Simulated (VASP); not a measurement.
# Pt (Fm-3m) in VASP: notebook, part 2 of 2

VASP 6.6.1. Earlier steps stand in the parts before.

## Step 3: Single point, BLYP

This run uses another cell than the first one, of 16.64 Å³/atom, 1.045 times its volume.

INCAR

```
SYSTEM = Pt
PREC = Accurate
ENCUT = 520
EDIFF = 1E-6
ISMEAR = -1
SIGMA = 0.05
LREAL = .False.
LASPH = .True.
NELM = 100
ALGO = Normal
ISIF = 2
LWAVE = .False.
LCHARG = .False.
GGA = B5
ALDAX = 1.0
AGGAX = 1.0
AGGAC = 1.0
ALDAC = 0.0
NBANDS = 11
```

KPOINTS

```
regular mesh
0
Gamma
  12 12 12
  0 0 0
```

POSCAR

```
Pt
1.0
    0.0000000000      2.0263192200      2.0263192200
    2.0263192200      0.0000000000      2.0263192200
    2.0263192200      2.0263192200      0.0000000000
Pt
1
Direct
    0.0000000000      0.0000000000      0.0000000000
```

Potentials or basis: VASP PAW PBE potentials, release 64 (Pt).

On the command line:

```bash
> cat potpaw_PBE.64/Pt/POTCAR > POTCAR
> mpirun -np 1 vasp_std > vasp.out
```

OUTCAR:

```text
SYSTEM = Pt
   PREC = Accurate
   ENCUT = 520
   EDIFF = 1E-6
   ISMEAR = -1
   LREAL = .False.
   LASPH = .True.
   NELM = 100
   ISIF = 2
   GGA = B5

 ion  position               nearest neighbor table
   1  0.000  0.000  0.000-

  LATTYP: Found a face centered cubic cell.
 ALAT       =     4.0526384400

  Lattice vectors:

 A1 = (   0.0000000000,   2.0263192200,   2.0263192200)
 A2 = (   2.0263192200,   0.0000000000,   2.0263192200)
 A3 = (   2.0263192200,   2.0263192200,   0.0000000000)

Analysis of symmetry for initial positions (statically):
=====================================================================
 Subroutine PRICEL returns:
 Original cell was already a primitive cell.

 Routine SETGRP: Setting up the symmetry group for a
 face centered cubic supercell.

 Subroutine GETGRP returns: Found 48 space group operations
 (whereof 48 operations were pure point group operations)
 out of a pool of 48 trial point group operations.

The static configuration has the point symmetry O_h .

Analysis of symmetry for dynamics (positions and initial velocities):
=====================================================================
 Subroutine PRICEL returns:
 Original cell was already a primitive cell.

 Routine SETGRP: Setting up the symmetry group for a
 face centered cubic supercell.

 Subroutine GETGRP returns: Found 48 space group operations
 (whereof 48 operations were pure point group operations)
 out of a pool of 48 trial point group operations.

The dynamic configuration has the point symmetry O_h .

 Subroutine INISYM returns: Found 48 space group operations
 (whereof 48 operations are pure point group operations),
 and found     1 'primitive' translations

----------------------------------------------------------------------------------------

                                     Primitive cell

  volume of cell :      16.6400

  direct lattice vectors                    reciprocal lattice vectors
     0.000000000  2.026319220  2.026319220    -0.246752829  0.246752829  0.246752829
     2.026319220  0.000000000  2.026319220     0.246752829 -0.246752829  0.246752829
     2.026319220  2.026319220  0.000000000     0.246752829  0.246752829 -0.246752829

  length of vectors
     2.865648123  2.865648123  2.865648123     0.427388437  0.427388437  0.427388437

  position of ions in fractional coordinates (direct lattice)
     0.000000000  0.000000000  0.000000000

  ion indices of the primitive-cell ions
   primitive index   ion index
                 1           1

----------------------------------------------------------------------------------------

 KPOINTS: regular mesh

Automatic generation of k-mesh.
 Grid dimensions read from file:
 generate k-points for:   12   12   12

 Generating k-lattice:

  Cartesian coordinates                     Fractional coordinates (reciprocal lattice)
    -0.020562736  0.020562736  0.020562736     0.083333333  0.000000000  0.000000000
     0.020562736 -0.020562736  0.020562736     0.000000000  0.083333333  0.000000000
     0.020562736  0.020562736 -0.020562736     0.000000000  0.000000000  0.083333333

  Length of vectors
     0.035615703  0.035615703  0.035615703

  Shift w.r.t. Gamma in fractional coordinates (k-lattice)
     0.000000000  0.000000000  0.000000000

 Subroutine IBZKPT returns following result:
 ===========================================

 Found     72 irreducible k-points:

 Following reciprocal coordinates:
            Coordinates               Weight
  0.000000  0.000000  0.000000      1.000000
  0.083333  0.000000  0.000000      8.000000
  0.166667  0.000000  0.000000      8.000000
  0.250000  0.000000  0.000000      8.000000
  0.333333  0.000000  0.000000      8.000000
  0.416667  0.000000  0.000000      8.000000
[... 16 lines left out ...]
  0.500000  0.166667  0.000000     24.000000
 -0.416667  0.166667  0.000000     24.000000
 [... further k-points ...]
   k-points           NKPTS =     72   k-points in BZ     NKDIM =     72   number of bands    NBANDS=     11
   number of dos      NEDOS =    301   number of ions     NIONS =      1
   total plane-waves  NPLWV =  13824
   dimension x,y,z NGX =    24 NGY =   24 NGZ =   24
   dimension x,y,z NGXF=    48 NGYF=   48 NGZF=   48
   ions per type =               1
   NGX,Y,Z   is equivalent  to a cutoff of  13.92, 13.92, 13.92 a.u.
   NGXF,Y,Z  is equivalent  to a cutoff of  27.85, 27.85, 27.85 a.u.
 SYSTEM =  Pt
   PREC   = accura    normal or accurate (medium, high low for compatibility)
   ISTART =      0    job   : 0-new  1-cont  2-samecut
   ICHARG =      2    charge: 1-file 2-atom 10-const
   ISPIN  =      1    spin polarized calculation?
   LNONCOLLINEAR =      F non collinear calculations
   LSORBIT =      F    spin-orbit coupling
   LASPH  =      T    aspherical Exc in radial PAW
   ENCUT  =  520.0 eV  38.22 Ry    6.18 a.u.   5.33  5.33  5.33*2*pi/ulx,y,z
   NELM   =    100;   NELMIN=  2; NELMDL= -5     # of ELM steps
   EDIFF  = 0.1E-05   stopping-criterion for ELM
   LREAL  =      F    real-space projection
   EDIFFG = 0.1E-04   stopping-criterion for IOM
   NSW    =      0    number of steps for IOM
   IBRION =     -1    ionic relax: 0-MD 1-quasi-New 2-CG
   NFREE  =      0    steps in history (QN), initial steepest desc. (CG)
   ISIF   =      2    stress and relaxation
   ISYM   =      2    0-nonsym 1-usesym 2-fastsym
   POTIM  = 0.5000    time-step for ionic-motion
   TEBEG  =    0.0;   TEEND  =   0.0 temperature during run
   PSTRESS=    0.0 pullay stress
   NELECT =      10.0000    total number of electrons
   NUPDOWN=      -1.0000    fix difference up-down
   EMIN   =  10.00;   EMAX   =-10.00  energy-range for DOS
   EFERMI =   0.00;   METHOD = LEGACY
   ISMEAR =    -1;   SIGMA  =   0.05  broadening in eV -4-tet -1-fermi 0-gaus
   EFERMI_NEDOS =   21; number of points for ismear=-14 and -15
   IALGO  =     38    algorithm
   IMIX   =      4    mixing-type and parameters
     AMIX     =   0.40;   BMIX     =  1.00
     AMIX_MAG =   1.60;   BMIX_MAG =  1.00
  volume/ion in A,a.u.               =      16.64       112.29
  Fermi-wavevector in a.u.,A,eV,Ry     =   1.381519  2.610693 25.968021  1.908596
  Thomas-Fermi vector in A             =   2.506296
   LORBIT       =      0    0 simple, 1 ext, 2 COOP (PROOUT), +10 PAW based schemes
   GGA     = B5    functional components
   LHFCALC =     F    Hartree Fock is set to
   AEXX    =    0.0000 exact exchange contribution
   IVDW    =     0    specifies the selected vdW correction
   LEPSILON=     F    determine dielectric tensor
   LRPA    =     F    only Hartree local field effects (RPA)
 non-spin polarized calculation
  energy-cutoff  :      520.00
  volume of cell :       16.64
 maximum number of plane-waves:       464
 NGX is ok and might be reduce to    24
   NGX = 11   NGY = 11   NGZ = 11

 number of electron      10.0000000 magnetization

 number of electron       9.9999999 magnetization

 Free energy of the ion-electron system (eV)
  ---------------------------------------------------
  ext. energy  EPLUGINS =         0.00000000
  ---------------------------------------------------
  free energy    TOTEN  =        -5.01284131 eV

  energy without entropy =       -4.99614022  energy(sigma->0) =       -5.00449077

 E-fermi :  10.0630     XC(G=0): -12.2252

 val. band max:       10.0623969277   @ k =  -0.4167   0.4167   0.1667
 cond. band min:      10.0689862837   @ k =   0.5000   0.4167   0.0833
 fundamental gap:      0.0065893560
 Fermi energy:        10.0629915630

 k-point     1 :       0.0000    0.0000    0.0000
  band No.  band energies     occupation
      1       1.0304      2.00000
      2       6.8114      2.00000
      3       6.8114      2.00000
      4       6.8114      2.00000
      5       8.6401      2.00000
      6       8.6402      2.00000
      7      25.2076      0.00000
      8      29.4613      0.00000
      9      29.4613      0.00000
     10      29.4613      0.00000
     11      34.9182      0.00000

 k-point     2 :       0.0833    0.0000    0.0000
  band No.  band energies     occupation
      1       1.2837      2.00000
      2       6.7157      2.00000
      3       6.9052      2.00000
      4       6.9052      2.00000
      5       8.5947      2.00000
      6       8.5947      2.00000
      7      25.5606      0.00000
      8      28.2078      0.00000
      9      29.8181      0.00000
     10      29.8181      0.00000
     11      35.9152      0.00000
[... 295 lines left out ...]
 k-point    24 :      -0.4167    0.1667    0.0000
  band No.  band energies     occupation
      1       4.4695      2.00000
      2       6.3177      2.00000
      3       7.3616      2.00000
      4       7.7397      2.00000
      5       9.7955      1.99055
      6      13.0241      0.00000
      7      15.5134      0.00000
      8      24.5127      0.00000
      9      26.7670      0.00000
     10      27.7774      0.00000
     11      36.1040      0.00000

 [... further k-points ...]
[... 5 lines left out ...]
  --------------------------------------------------------------------------------------
  -------------------------------------------------------------------------------------
  Total        0.1007257      0.1007257      0.1007257     -0.0000000     -0.0000000      0.0000000
  in kB        9.6983330      9.6983330      9.6983330     -0.0000000     -0.0000000      0.0000000
  external PRESSURE =       9.6983330 kB  Pullay stress =       0.0000000 kB

 VOLUME and BASIS-vectors are now :
 -----------------------------------------------------------------------------
  energy-cutoff  :      520.00
  volume of cell :       16.64
      direct lattice vectors                 reciprocal lattice vectors
     0.000000000  2.026319220  2.026319220    -0.246752829  0.246752829  0.246752829
     2.026319220  0.000000000  2.026319220     0.246752829 -0.246752829  0.246752829
     2.026319220  2.026319220  0.000000000     0.246752829  0.246752829 -0.246752829

 POSITION                                       TOTAL-FORCE (eV/Angst)
 -----------------------------------------------------------------------------------
      0.00000      0.00000      0.00000         0.000000      0.000000      0.000000
 -----------------------------------------------------------------------------------
    total drift:                               -0.000000      0.000000      0.000000

  FREE ENERGIE OF THE ION-ELECTRON SYSTEM (eV)
  ---------------------------------------------------
  free  energy   TOTEN  =        -5.0128413119 eV

  energy  without entropy=       -4.9961402225  energy(sigma->0) =       -5.00449077
```

OSZICAR:

```text
N       E                     dE             d eps       ncg     rms          rms(c)
DAV:   1     0.400517266889E+02    0.40052E+02   -0.53351E+03  1616   0.837E+02
DAV:   2    -0.475747028733E+01   -0.44809E+02   -0.43079E+02  1800   0.171E+02
DAV:   3    -0.537214411636E+01   -0.61467E+00   -0.60608E+00  1834   0.192E+01
DAV:   4    -0.537491822327E+01   -0.27741E-02   -0.27736E-02  1812   0.153E+00
DAV:   5    -0.537494502433E+01   -0.26801E-04   -0.26801E-04  1865   0.141E-01    0.947E+00
DAV:   6    -0.503781189661E+01    0.33713E+00   -0.94258E-01  1689   0.733E+00    0.479E+00
DAV:   7    -0.501522668163E+01    0.22585E-01   -0.84162E-02  1839   0.214E+00    0.218E+00
DAV:   8    -0.501296614046E+01    0.22605E-02   -0.31845E-03  1710   0.495E-01    0.410E-01
DAV:   9    -0.501283423271E+01    0.13191E-03   -0.11745E-04  1761   0.939E-02    0.234E-02
DAV:  10    -0.501284159715E+01   -0.73644E-05   -0.57171E-06  1785   0.220E-02    0.709E-03
DAV:  11    -0.501284131188E+01    0.28527E-06   -0.70682E-08  1007   0.271E-03
   1 F= -.50128413E+01 E0= -.50044908E+01  d E =-.167011E-01
```

stdout:

```text
POSCAR found type information on POSCAR Pt
 POSCAR found :  1 types and       1 ions
 scaLAPACK will be used
 -----------------------------------------------------------------------------
|                                                                             |
|                                                                             |
|     You enforced a specific xc type in the INCAR file but a different       |
|     I HOPE YOU KNOW WHAT YOU ARE DOING!                                     |
|                                                                             |
 -----------------------------------------------------------------------------

 LDA part: xc-table for (Slater(with rela. corr.)+VWN5), standard interpolation
 POSCAR, INCAR and KPOINTS ok, starting setup
 FFT: planning ... GRIDC
 FFT: planning ... GRID_SOFT
 FFT: planning ... GRID
 WAVECAR not read
 entering main loop
```

Wall time 9.6 s (1 thread of AMD EPYC 9R45 (Zen 5), shared host); peak memory 0.11 GiB.

What came out:

```yaml
Free_energy: -5.0128 eV
Pressure: 1.0 GPa
Band_gap_on_the_k_mesh: zero (band 5 reaches 10.46 eV, above the bottom of band 6 at 8.56 eV)
```

Caveat: the PAW data sets were made with another functional, which shifts forces and pressure a little; spin-orbit coupling is left out, which moves the levels of the heavy elements.

## Step 4: Relaxation of cell and atoms, RPBE

This run uses another cell than the first one, of 15.08 Å³/atom, 0.947 times its volume.

INCAR

```
PREC = Accurate
ENCUT = 600
EDIFF = 1E-6
ISMEAR = -1
SIGMA = 0.05
LREAL = F
LASPH = T
NELM = 80
ALGO = Normal
ISIF = 3
LWAVE = F
LCHARG = F
GGA = RP
IBRION = 2
NSW = 80
EDIFFG = -0.02
```

KPOINTS

```
Automatic mesh
0
Gamma
  12 12 12
```

POSCAR

```
Pt
1.0
    0.0000000000      1.9609000000      1.9609000000
    1.9609000000      0.0000000000      1.9609000000
    1.9609000000      1.9609000000      0.0000000000
Pt
1
Direct
    0.0000000000      0.0000000000      0.0000000000
```

On the command line:

```bash
> cat potpaw_PBE.64/Pt/POTCAR > POTCAR
> mpirun -np 1 vasp_std > vasp.out
```

Wall time 15 s (1 thread of AMD EPYC 9R45 (Zen 5), shared host); peak memory 0.13 GiB.

Results (log left out):

- Free energy: -5.4700 eV
- Relaxed volume: 15.90 Å³/atom
- Relaxed cell: a = 2.822 Å, b = 2.822 Å, c = 2.822 Å, α = 60.00°, β = 60.00°, γ = 60.00°
- Space group after relaxing (to 0.05 Å): Fm-3m (No. 225)
- Energy gained by relaxing: 33.7 meV/atom
- Ionic steps: 4
- Pressure after relaxing: -0.1 GPa
- Band gap on the k mesh: zero (band 5 reaches 10.81 eV, above the bottom of band 6 at 8.78 eV)

Step by step:
```
step  energy change (eV)  largest force (eV/Å)  pressure (GPa)  volume (Å³)
   1              0.0000                0.0000           14.06        15.08
   2              0.1386                0.0000          -21.02        18.16
   3             -0.0336                0.0000           -0.65        15.94
   4             -0.0337                0.0000           -0.07        15.90
```

Final structure:
```xyz
1
Lattice="0.0000 1.9958 1.9958 1.9958 0.0000 1.9958 1.9958 1.9958 0.0000" Properties=species:S:1:pos:R:3 pbc="T T T"
Pt    0.0000    0.0000    0.0000
```

Levels at points of the mesh, in eV from the Fermi level:
| k point | band 2 | band 3 | band 4 | band 5 | band 6 | band 7 | band 8 | band 9 |
| --- | --- | --- | --- | --- | --- | --- | --- | --- |
| (0.00, 0.00, 0.00) | -3.48 | -3.48 | -3.48 | -1.51 | -1.51 | 14.73 | 19.43 | 19.43 |
| (0.50, 0.00, 0.00) | -3.53 | -3.53 | -0.25 | 0.02 | 0.02 | 5.46 | 14.29 | 18.62 |
| (0.50, 0.50, 0.00) | -6.09 | -0.02 | 0.43 | 0.43 | 1.89 | 8.35 | 11.24 | 11.24 |

Caveat: the PAW data sets were made with another functional, which shifts forces and pressure a little; spin-orbit coupling is left out, which moves the levels of the heavy elements.

## Step 5: The runs side by side

| task | level | cell | cutoff (eV) | gap on the mesh (eV) | pressure (GPa) |
| --- | --- | --- | --- | --- | --- |
| single point | RPBE | a = 2.824 Å, angles 60.0°, 1 atom | 520 | none | -0.5 |
| single point | BLYP | a = 2.866 Å, angles 60.0°, 1 atom | 520 | none | 1.0 |
| relaxation of cell and atoms | RPBE | relaxed from a = 2.773 Å, angles 60.0°, 1 atom | 600 | none | -0.1 |

Alike in all rows: potentials or basis VASP PAW PBE potentials, release 64 (Pt); no spin polarisation; k mesh 12 × 12 × 12; smearing fermi-dirac 0.05 eV.

Caveats: the PAW data sets were made with another functional, which shifts forces and pressure a little; spin-orbit coupling is left out, which moves the levels of the heavy elements.

Absolute energies hang on the potentials; compare differences alone.
